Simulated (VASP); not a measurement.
A run of VASP 6.6.1 is set up as follows.

POSCAR

```
LiH
1.0
    3.2548234129      0.0000000001      0.0000000000
   -1.6274117065      2.8187597604      0.0000000000
    0.0000000000      0.0000000000      4.0690682529
Li H
2 2
Direct
    0.3333333333      0.6666666667      0.2500000000
    0.6666666667      0.3333333333      0.7500000000
    0.6666666667      0.3333333333      0.2500000000
    0.3333333333      0.6666666667      0.7500000000
```

The input INCAR.step1:

```
SYSTEM = LiH
PREC     = Accurate       ! precision mode
ENCUT    = 520            ! plane-wave cutoff, eV
EDIFF    = 1E-5           ! SCF threshold, eV
ISMEAR   = 0              ! smearing method
SIGMA    = 0.01           ! smearing width, eV
LREAL    = .False.        ! projectors in reciprocal space
LASPH    = .True.         ! aspherical terms in the spheres
NELM     = 60             ! most SCF steps
ALGO     = Normal         ! electronic algorithm
ISIF     = 2              ! what is computed and relaxed
LWAVE    = .True.         ! write WAVECAR
GGA      = PE             ! functional
NBANDS   = 12             ! bands
```

Contents of INCAR.step2:

```
SYSTEM = LiH
PREC     = Accurate       ! precision mode
ENCUT    = 520            ! plane-wave cutoff, eV
EDIFF    = 1E-6           ! SCF threshold, eV
ISMEAR   = 0              ! smearing method
SIGMA    = 0.01           ! smearing width, eV
LREAL    = .False.        ! projectors in reciprocal space
LASPH    = .True.         ! aspherical terms in the spheres
NELM     = 60             ! most SCF steps
ALGO     = Normal         ! electronic algorithm
ISIF     = 2              ! what is computed and relaxed
LWAVE    = .False.        ! write WAVECAR
LCHARG   = .True.         ! write CHGCAR
GGA      = PE             ! functional
LHFCALC  = .True.         ! exact exchange
HFSCREEN = 0.2079         ! screening, 1/A
PRECFOCK = Normal       
LELF     = .True.         ! ELF
LVHAR    = .True.       
ISTART   = 1            
NBANDS   = 12             ! bands
```

The input KPOINTS:

```
regular mesh
0
Gamma
  6 6 4
  0 0 0
```

Potentials or basis: VASP PAW PBE potentials, release 64 (Li_sv, H).

Run with:

```sh
$ cat potpaw_PBE.64/Li_sv/POTCAR potpaw_PBE.64/H/POTCAR > POTCAR
$ cp INCAR.step1 INCAR
$ mpirun -np 1 vasp_std > vasp.out
$ cp INCAR.step2 INCAR
$ mpirun -np 1 vasp_std > vasp.out
```

Task: Estimate the band gap on the k mesh.

Result: 2.74 eV (least direct gap 4.05 eV).

 A k mesh can miss the band edges.
